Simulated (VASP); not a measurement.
Wanted: the native input for a VASP 6.6.1 run.

| Quantity | Value |
| --- | --- |
| Task | single point |
| Functional | PBE |
| Potentials or basis | VASP PAW PBE potentials, release 64 (Mg, B) |
| Cutoff | 520 eV |
| k mesh | 3 × 3 × 3 |
| Occupations | fermi-dirac, width 0.05 eV |
| Spin | no spin polarisation |
| Dipole correction | no |
| Further INCAR settings | ALGO = Normal; EDIFF = 1e-06; NBANDS = 11 |

The structure of MgB2 lies in POSCAR:

```
MgB2
1.0
    3.0850000000      0.0000000000      0.0000000000
   -1.5425000000      2.6716883707      0.0000000000
    0.0000000000      0.0000000000      3.5230000000
Mg B
1 2
Direct
    0.0000000000      0.0000000000      0.0000000000
    0.6666666667      0.3333333333      0.5000000000
    0.3333333333      0.6666666667      0.5000000000
```

The input as run:

INCAR

```
PREC     = Accurate       # precision mode
ENCUT    = 520            # plane-wave cutoff, eV
EDIFF    = 1E-6           # SCF threshold, eV
ISMEAR   = -1             # smearing method
SIGMA    = 0.05           # smearing width, eV
LREAL    = False          # projectors in reciprocal space
LASPH    = True           # aspherical terms in the spheres
NELM     = 100            # most SCF steps
ALGO     = Normal         # electronic algorithm
ISIF     = 2              # what is computed and relaxed
LWAVE    = False          # write WAVECAR
LCHARG   = True           # write CHGCAR
GGA      = PE             # functional
LELF     = True           # ELF
LVHAR    = True         
NBANDS   = 11             # bands
```

KPOINTS

```
Automatic mesh
0
Gamma
  3 3 3
```

Potentials or basis: VASP PAW PBE potentials, release 64 (Mg, B).

Command:

```sh
$ cat potpaw_PBE.64/Mg/POTCAR potpaw_PBE.64/B/POTCAR > POTCAR
$ mpirun -np 1 vasp_std > vasp.out
```

Results of the run:

* Pressure: -2.1 GPa
* Band gap on the k mesh: zero (band 4 reaches 7.11 eV, above the bottom of band 5 at 4.04 eV)

Caveat: the k points lie up to 0.78 Å⁻¹ apart.

Wall time 4.2 s on 1 thread of Intel Xeon 6975P-C (shared host), peak memory 0.14 GiB.
